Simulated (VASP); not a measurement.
A run of VASP 6.6.1 is set up as follows.

INCAR

```
SYSTEM = TiC
PREC = Accurate ; ENCUT = 520
EDIFF = 1E-6 ; ISMEAR = 0
SIGMA = 0.15 ; LREAL = .FALSE.
LASPH = .TRUE. ; NELM = 60
ALGO = Normal ; ISIF = 2
LWAVE = .FALSE. ; LCHARG = .FALSE.
GGA = PE ; NBANDS = 15
```

The input KPOINTS:

```
regular mesh
0
G
  18 18 18
  0 0 0
```

File POSCAR:

```
TiC
1.0
    0.0000000000      2.1640000000      2.2722000000
    2.1640000000      0.0000000000      2.2722000000
    2.1640000000      2.1640000000      0.0000000000
Ti C
1 1
Direct
    0.0000000000      0.0000000000      0.0000000000
    0.5000000000      0.5000000000      0.5000000000
```

Potentials or basis: VASP PAW PBE potentials, release 64 (Ti_sv, C).

Run with:

```sh
$ cat potpaw_PBE.64/Ti_sv/POTCAR potpaw_PBE.64/C/POTCAR > POTCAR
$ mpirun -np 1 vasp_std > vasp.out
```

**Question.** Predict the band gap on the k mesh.

**Answer.** Zero (band 8 reaches 9.67 eV, above the bottom of band 9 at 8.33 eV).

**Question.** Estimate the pressure.

**Answer.** -9.2 GPa.

Stress tensor (GPa, compression positive):
```
 -4.47   0.00   0.00
  0.00  -4.47   0.00
  0.00   0.00 -18.60
```

Caveat: the cell differs from its parent crystal (strain +0.0500 x Voigt [0, 0, 1, 0, 0, 0]).
